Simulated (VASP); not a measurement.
**TiO2: single point with LDA**

TiO2:

```
Ti O
1.0
     4.52542    0.00000    0.00000
     0.00000    4.52542    0.00000
     0.00000    0.00000    2.92588
Ti O
2 4
Direct
  0.00000 0.00000 0.00000
  0.50000 0.50000 0.50000
  0.30397 0.30397 0.00000
  0.19603 0.80397 0.50000
  0.69603 0.69603 0.00000
  0.80397 0.19603 0.50000
```

This cell differs from its parent crystal: in-plane strain -0.005.

- Program: VASP 6.6.1
- Task: single point
- Functional: LDA
- Potentials or basis: VASP PAW LDA potentials, release 64 (Ti_sv, O)
- Cutoff: 520 eV
- k mesh: 6 × 6 × 8
- Occupations: gaussian, width 0.01 eV
- Spin: no spin polarisation

```json
{
 "Pressure": "2.8 GPa",
 "Largest force": "0.056 eV/Å",
 "Band gap on the k mesh": "1.83 eV"
}
```

Forces on the atoms (eV/Å):
```
Ti   0.000  0.000  0.000
Ti   0.000  0.000  0.000
O   -0.039 -0.039  0.000
O    0.039 -0.039  0.000
O    0.039  0.039  0.000
O   -0.039  0.039  0.000
```

Stress tensor (GPa, compression positive):
```
3.28 0.00 0.00
0.00 3.28 0.00
0.00 0.00 1.86
```

Levels at points of the mesh, in eV from the valence-band top:
```
           k point  band 21  band 22  band 23  band 24  band 25  band 26  band 27  band 28
(0.00, 0.00, 0.00)    -0.73    -0.48    -0.48     0.00     1.83     2.13     2.39     2.51
(0.50, 0.00, 0.00)    -1.76    -1.76    -0.80    -0.80     2.56     2.56     3.11     3.11
(0.50, 0.50, 0.00)    -1.36    -1.36    -1.11    -1.11     1.88     1.88     2.54     2.54
(0.00, 0.00, 0.50)    -2.65    -2.65    -1.48    -1.48     3.07     3.07     3.24     3.24
(0.50, 0.00, 0.50)    -2.17    -2.17    -1.13    -1.13     1.86     1.86     3.26     3.26
(0.50, 0.50, 0.50)    -1.42    -1.42    -0.68    -0.68     2.63     2.63     3.27     3.27
```

It took 2 min on 1 thread of Intel Xeon 8259CL (shared host), peak memory 0.2 GiB.

Caveat: the cell differs from its parent crystal (in-plane strain -0.005). A k mesh can miss the band edges.
